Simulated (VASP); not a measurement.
# ZnGeP2 (I-42d) in VASP: a series of runs

ZnGeP2 is run at these levels: LDA, PBEsol, PBE; tasks: relaxation of cell and atoms, single point.

Program: VASP 6.6.1. These are calculated values, not measurements. Logs are shortened: lines on timing, memory, paths and dates and some standing lists are left out, and cuts for length are marked.

## 1. The cell of the first run

The structure is tetragonal, space group I-42d (No. 122). Conventional cell: a = 5.500 Å, b = 5.500 Å, c = 10.842 Å, α = 90.00°, β = 90.00°, γ = 90.00°. Within 3.1 Å of Zn (site symmetry -4) lie 4 P at 2.38 Å. Within 3.1 Å of Ge (site symmetry -4) lie 4 P at 2.36 Å. Within 3.1 Å of P (site symmetry 2) lie 2 Ge at 2.36 Å and 2 Zn at 2.38 Å.

## 2. Relaxation of cell and atoms, LDA

INCAR reads:

```
SYSTEM = ZnGeP2
PREC = Accurate
ENCUT = 500
EDIFF = 1E-7
ISMEAR = -1
SIGMA = 0.02
LREAL = .False.
LASPH = .True.
NELM = 120
ALGO = Normal
ISIF = 3
LWAVE = .False.
LCHARG = .False.
IBRION = 2
NSW = 80
EDIFFG = -0.005
GGA_COMPAT = .False.
NELMIN = 4
```

KPOINTS reads:

```
Automatic mesh
0
Gamma
  6 6 6
  0 0 0
```

POSCAR reads:

```
ZnGeP2
1.0
   -2.7500549964      2.7500549964      5.4211467070
    2.7500549964     -2.7500549964      5.4211467070
    2.7500549964      2.7500549964     -5.4211467070
Zn Ge P
2 2 4
Direct
    0.0000000000      0.0000000000      0.0000000000
    0.7500000000      0.2500000000      0.5000000000
    0.5000000000      0.5000000000      0.0000000000
    0.2500000000      0.7500000000      0.5000000000
    0.3750000000      0.3783565562      0.5033565562
    0.6216434438      0.1250000000      0.9966434438
    0.8750000000      0.8716434438      0.4966434438
    0.1283565562      0.6250000000      0.0033565562
```

Potentials or basis: VASP PAW LDA potentials, release 64 (Zn, Ge_d, P).

Command:

```bash
$ cat potpaw_LDA.64/Zn/POTCAR potpaw_LDA.64/Ge_d/POTCAR potpaw_LDA.64/P/POTCAR > POTCAR
$ mpirun -np 1 vasp_std > vasp.out
```

OUTCAR:

```text
SYSTEM = ZnGeP2
   PREC = Accurate
   ENCUT = 500
   EDIFF = 1E-7
   ISMEAR = -1
   LREAL = .False.
   LASPH = .True.
   NELM = 120
   ISIF = 3
   IBRION = 2
   NSW = 80
   EDIFFG = -0.005
   NELMIN = 4

 ion  position               nearest neighbor table
   1  0.000  0.000  0.000-   5 2.38   6 2.38   7 2.38   8 2.38
   2  0.750  0.250  0.500-   8 2.38   7 2.38   6 2.38   5 2.38
   3  0.500  0.500  0.000-   5 2.36   6 2.36   7 2.36   8 2.36
   4  0.250  0.750  0.500-   5 2.36   6 2.36   7 2.36   8 2.36
   5  0.375  0.378  0.503-   3 2.36   4 2.36   1 2.38   2 2.38
   6  0.622  0.125  0.997-   3 2.36   4 2.36   2 2.38   1 2.38
   7  0.875  0.872  0.497-   3 2.36   4 2.36   1 2.38   2 2.38
   8  0.128  0.625  0.003-   3 2.36   4 2.36   2 2.38   1 2.38

  LATTYP: Found a body centered tetragonal cell.
 ALAT       =     5.5001099928
 C/A-ratio  =     1.9712866521

  Lattice vectors:

 A1 = (  -2.7500549964,   2.7500549964,   5.4211467070)
 A2 = (   2.7500549964,  -2.7500549964,   5.4211467070)
 A3 = (   2.7500549964,   2.7500549964,  -5.4211467070)

Analysis of symmetry for initial positions (statically):
=====================================================================
 Subroutine PRICEL returns:
 Original cell was already a primitive cell.

 Routine SETGRP: Setting up the symmetry group for a
 body centered tetragonal supercell.

 Subroutine GETGRP returns: Found  8 space group operations
 (whereof  4 operations were pure point group operations)
 out of a pool of 16 trial point group operations.

The static configuration has the point symmetry S_4 .
 The point group associated with its full space group is D_2d.

Analysis of symmetry for dynamics (positions and initial velocities):
=====================================================================
 Subroutine PRICEL returns:
 Original cell was already a primitive cell.

 Routine SETGRP: Setting up the symmetry group for a
 body centered tetragonal supercell.

 Subroutine GETGRP returns: Found  8 space group operations
 (whereof  4 operations were pure point group operations)
 out of a pool of 16 trial point group operations.

The dynamic configuration has the point symmetry S_4 .
 The point group associated with its full space group is D_2d.

 Subroutine INISYM returns: Found  8 space group operations
 (whereof  4 operations are pure point group operations),
 and found     1 'primitive' translations

----------------------------------------------------------------------------------------

                                     Primitive cell

  volume of cell :     163.9962

  direct lattice vectors                    reciprocal lattice vectors
    -2.750054996  2.750054996  5.421146707     0.000000000  0.181814546  0.092231409
     2.750054996 -2.750054996  5.421146707     0.181814546  0.000000000  0.092231409
     2.750054996  2.750054996 -5.421146707     0.181814546  0.181814546  0.000000000

  length of vectors
     6.671914012  6.671914012  6.671914012     0.203870454  0.203870454  0.257124596

  position of ions in fractional coordinates (direct lattice)
     0.000000000  0.000000000  0.000000000
     0.750000000  0.250000000  0.500000000
     0.500000000  0.500000000  0.000000000
     0.250000000  0.750000000  0.500000000
     0.375000000  0.378356556  0.503356556
     0.621643444  0.125000000  0.996643444
     0.875000000  0.871643444  0.496643444
     0.128356556  0.625000000  0.003356556

  ion indices of the primitive-cell ions
   primitive index   ion index
                 1           1
                 2           2
                 3           3
                 4           4
                 5           5
                 6           6
                 7           7
                 8           8

----------------------------------------------------------------------------------------

 KPOINTS: Automatic mesh

Automatic generation of k-mesh.
 Grid dimensions read from file:
 generate k-points for:    6    6    6

 Generating k-lattice:

  Cartesian coordinates                     Fractional coordinates (reciprocal lattice)
     0.000000000  0.030302424  0.015371902     0.166666667 -0.000000000  0.000000000
     0.030302424  0.000000000  0.015371902    -0.000000000  0.166666667  0.000000000
     0.030302424  0.030302424  0.000000000     0.000000000  0.000000000  0.166666667

  Length of vectors
     0.033978409  0.033978409  0.042854099

  Shift w.r.t. Gamma in fractional coordinates (k-lattice)
     0.000000000  0.000000000  0.000000000

 Subroutine IBZKPT returns following result:
 ===========================================

 Found     30 irreducible k-points:

 Following reciprocal coordinates:
            Coordinates               Weight
  0.000000  0.000000  0.000000      1.000000
  0.166667  0.000000  0.000000      8.000000
  0.333333  0.000000 -0.000000      8.000000
  0.500000  0.000000 -0.000000      4.000000
  0.166667  0.166667  0.000000      8.000000
  0.333333  0.166667  0.000000     16.000000
[... 16 lines left out ...]
 -0.333333 -0.333333  0.166667      8.000000
 -0.166667 -0.333333  0.166667      8.000000
 [... further k-points ...]
   k-points           NKPTS =     30   k-points in BZ     NKDIM =     30   number of bands    NBANDS=     43
   number of dos      NEDOS =    301   number of ions     NIONS =      8
   total plane-waves  NPLWV = 125000
   dimension x,y,z NGX =    50 NGY =   50 NGZ =   50
   dimension x,y,z NGXF=   100 NGYF=  100 NGZF=  100
   ions per type =               2   2   4
   NGX,Y,Z   is equivalent  to a cutoff of  12.46, 12.46, 12.46 a.u.
   NGXF,Y,Z  is equivalent  to a cutoff of  24.92, 24.92, 24.92 a.u.
 SYSTEM =  ZnGeP2
   PREC   = accura    normal or accurate (medium, high low for compatibility)
   ISTART =      0    job   : 0-new  1-cont  2-samecut
   ICHARG =      2    charge: 1-file 2-atom 10-const
   ISPIN  =      1    spin polarized calculation?
   LNONCOLLINEAR =      F non collinear calculations
   LSORBIT =      F    spin-orbit coupling
   LASPH  =      T    aspherical Exc in radial PAW
   ENCUT  =  500.0 eV  36.75 Ry    6.06 a.u.  12.16 12.16 12.16*2*pi/ulx,y,z
   NELM   =    120;   NELMIN=  4; NELMDL= -5     # of ELM steps
   EDIFF  = 0.1E-06   stopping-criterion for ELM
   LREAL  =      F    real-space projection
   EDIFFG = -.5E-02   stopping-criterion for IOM
   NSW    =     80    number of steps for IOM
   IBRION =      2    ionic relax: 0-MD 1-quasi-New 2-CG
   NFREE  =      1    steps in history (QN), initial steepest desc. (CG)
   ISIF   =      3    stress and relaxation
   ISYM   =      2    0-nonsym 1-usesym 2-fastsym
   POTIM  = 0.5000    time-step for ionic-motion
   TEBEG  =    0.0;   TEEND  =   0.0 temperature during run
   PSTRESS=    0.0 pullay stress
   NELECT =      72.0000    total number of electrons
   NUPDOWN=      -1.0000    fix difference up-down
   EMIN   =  10.00;   EMAX   =-10.00  energy-range for DOS
   EFERMI =   0.00;   METHOD = LEGACY
   ISMEAR =    -1;   SIGMA  =   0.02  broadening in eV -4-tet -1-fermi 0-gaus
   EFERMI_NEDOS =   21; number of points for ismear=-14 and -15
   IALGO  =     38    algorithm
   IMIX   =      4    mixing-type and parameters
     AMIX     =   0.40;   BMIX     =  1.00
     AMIX_MAG =   1.60;   BMIX_MAG =  1.00
  volume/ion in A,a.u.               =      20.50       138.34
  Fermi-wavevector in a.u.,A,eV,Ry     =   1.244250  2.351292 21.063973  1.548158
  Thomas-Fermi vector in A             =   2.378525
   LORBIT       =      0    0 simple, 1 ext, 2 COOP (PROOUT), +10 PAW based schemes
   GGA     = CA    functional components
   LHFCALC =     F    Hartree Fock is set to
   AEXX    =    0.0000 exact exchange contribution
   IVDW    =     0    specifies the selected vdW correction
   LEPSILON=     F    determine dielectric tensor
   LRPA    =     F    only Hartree local field effects (RPA)
 conjugate gradient relaxation of ions
 non-spin polarized calculation
  energy-cutoff  :      500.00
  volume of cell :      164.00
 maximum number of plane-waves:      4184
 NGX is ok and might be reduce to    50
   NGX = 25   NGY = 25   NGZ = 25

--------------------------------------- Ionic step        1  -------------------------------------------

 number of electron      72.0000031 magnetization

 Free energy of the ion-electron system (eV)
  ---------------------------------------------------
  ext. energy  EPLUGINS =         0.00000000
  ---------------------------------------------------
  free energy    TOTEN  =       -39.79004958 eV

  energy without entropy =      -39.79004958  energy(sigma->0) =      -39.79004958

 E-fermi :   4.3194     XC(G=0): -10.0535

 val. band max:        3.9382705438   @ k =   0.0000   0.0000   0.0000
 cond. band min:       4.9599115506   @ k =   0.5000   0.5000  -0.0000
 fundamental gap:      1.0216410067
 Fermi energy:         4.3193528322

 k-point     1 :       0.0000    0.0000    0.0000
  band No.  band energies     occupation
      1     -21.0033      2.00000
      2     -21.0018      2.00000
      3     -21.0018      2.00000
      4     -20.9981      2.00000
      5     -20.9927      2.00000
      6     -20.9927      2.00000
[... 1093 lines left out ...]
     42       7.2057      0.00000
     43       7.4700      0.00000

 [... further k-points ...]

------------------------ aborting loop because EDIFF is reached ----------------------------------------

  FORCE on cell =-STRESS in cart. coord.  units (eV):
  Direction    XX          YY          ZZ          XY          YZ          ZX
  --------------------------------------------------------------------------------------
  -------------------------------------------------------------------------------------
  Total       -5.1199392     -5.1199392     -4.9928137      0.0000000      0.0000000      0.0000000
  in kB      -50.0197456    -50.0197456    -48.7777800      0.0000000      0.0000000      0.0000000
  external PRESSURE =     -49.6057570 kB  Pullay stress =       0.0000000 kB
[... 107 lines left out ...]
  FREE ENERGIE OF THE ION-ELECTRON SYSTEM (eV)
  ---------------------------------------------------
  free  energy   TOTEN  =       -39.9572658653 eV

  energy  without entropy=      -39.9572658653  energy(sigma->0) =      -39.95726587

[... ionic steps 4 to 8 ...]

--------------------------------------- Ionic step        9  -------------------------------------------

 number of electron      71.9999968 magnetization

------------------------ aborting loop because EDIFF is reached ----------------------------------------

  FORCE on cell =-STRESS in cart. coord.  units (eV):
  Direction    XX          YY          ZZ          XY          YZ          ZX
  --------------------------------------------------------------------------------------
  -------------------------------------------------------------------------------------
  Total       -0.0357017     -0.0357017      0.0473915      0.0000000      0.0000000      0.0000000
  in kB       -0.3720967     -0.3720967      0.4939317      0.0000000      0.0000000      0.0000000
  external PRESSURE =      -0.0834206 kB  Pullay stress =       0.0000000 kB
[... 69 lines left out ...]
  energy  without entropy=      -39.9606041417  energy(sigma->0) =      -39.96060414

--------------------------------------- Ionic step       11  -------------------------------------------

 number of electron      71.9999968 magnetization

 Free energy of the ion-electron system (eV)
  ---------------------------------------------------
  ext. energy  EPLUGINS =         0.00000000
  ---------------------------------------------------
  free energy    TOTEN  =       -39.96063051 eV

  energy without entropy =      -39.96063051  energy(sigma->0) =      -39.96063051

 E-fermi :   5.0443     XC(G=0): -10.3425

 val. band max:        4.6008193226   @ k =   0.0000   0.0000   0.0000
 cond. band min:       5.6743789219   @ k =   0.5000   0.5000   0.5000
 fundamental gap:      1.0735595993
 Fermi energy:         5.0443263840

 k-point     1 :       0.0000    0.0000    0.0000
  band No.  band energies     occupation
      1     -20.4251      2.00000
      2     -20.4238      2.00000
      3     -20.4238      2.00000
      4     -20.4184      2.00000
      5     -20.4121      2.00000
      6     -20.4121      2.00000
[... 1093 lines left out ...]
     42       7.9244      0.00000
     43       8.1387      0.00000

 [... further k-points ...]

------------------------ aborting loop because EDIFF is reached ----------------------------------------

  FORCE on cell =-STRESS in cart. coord.  units (eV):
  Direction    XX          YY          ZZ          XY          YZ          ZX
  --------------------------------------------------------------------------------------
  -------------------------------------------------------------------------------------
  Total       -0.0330227     -0.0330227     -0.0002046      0.0000000     -0.0000000      0.0000000
  in kB       -0.3441784     -0.3441784     -0.0021320      0.0000000     -0.0000000      0.0000000
  external PRESSURE =      -0.2301629 kB  Pullay stress =       0.0000000 kB
[... 23 lines left out ...]
  FREE ENERGIE OF THE ION-ELECTRON SYSTEM (eV)
  ---------------------------------------------------
  free  energy   TOTEN  =       -39.9606305070 eV

  energy  without entropy=      -39.9606305069  energy(sigma->0) =      -39.96063051

 reached required accuracy - stopping structural energy minimisation
```

Wall time 15 min (1 thread of Intel Xeon 6975P-C (Granite Rapids), shared host); peak memory 0.39 GiB.

What came out:

```
Free energy                           : -39.9606 eV
Relaxed volume                        : 19.22 Å³/atom
Relaxed cell                          : a = 6.534 Å, b = 6.534 Å, c = 6.534 Å, α = 131.39°, β = 131.39°, γ = 71.19°
Space group after relaxing (to 0.1 Å) : I-42d (No. 122)
Energy gained by relaxing             : 21.3 meV/atom
Ionic steps                           : 11
Pressure after relaxing               : 0.0 GPa
Band gap on the k mesh                : 1.07 eV (least direct gap 1.18 eV)
```

Step by step:
```tsv
step	energy change (eV)	largest force (eV/Å)	pressure (GPa)	volume (Å³)
1	0.0000	0.0589	-4.96	164.00
2	-0.1299	0.1833	2.80	149.39
3	-0.1672	0.1408	0.01	153.81
4	-0.1672	0.1426	0.12	153.61
5	-0.1698	0.0635	0.12	153.54
6	-0.1704	0.0014	0.12	153.49
7	-0.1705	0.0018	-0.07	153.85
8	-0.1706	0.0008	-0.03	153.74
9	-0.1706	0.0007	-0.01	153.72
10	-0.1706	0.0008	-0.03	153.73
11	-0.1706	0.0006	-0.02	153.72
```

Final structure:
```
Zn Ge P
1.0
    -2.68944    2.68944    5.31319
     2.68944   -2.68944    5.31319
     2.68944    2.68944   -5.31319
Zn Ge P
2 2 4
Direct
  0.00000 0.00000 0.00000
  0.75000 0.25000 0.50000
  0.50000 0.50000 0.00000
  0.25000 0.75000 0.50000
  0.37500 0.37582 0.50082
  0.62418 0.12500 0.99918
  0.87500 0.87418 0.49918
  0.12582 0.62500 0.00082
```

Levels at points of the mesh, in eV from the valence-band top:
```tsv
k point	band 34	band 35	band 36	band 37	band 38	band 39
(0.00, 0.00, 0.00)	-0.07	-0.07	0.00	1.18	1.45	1.48
(0.50, 0.00, 0.00)	-2.03	-1.76	-1.06	2.41	2.48	2.71
(0.50, 0.50, 0.00)	-1.27	-0.81	-0.81	1.18	1.18	2.95
(0.50, 0.50, 0.50)	-2.03	-1.48	-1.48	1.07	1.07	1.26
```

A k mesh can miss the band edges. A hybrid or GW would open this gap; LDA tends to underestimate it.

(Continued in part 2 of 2.)
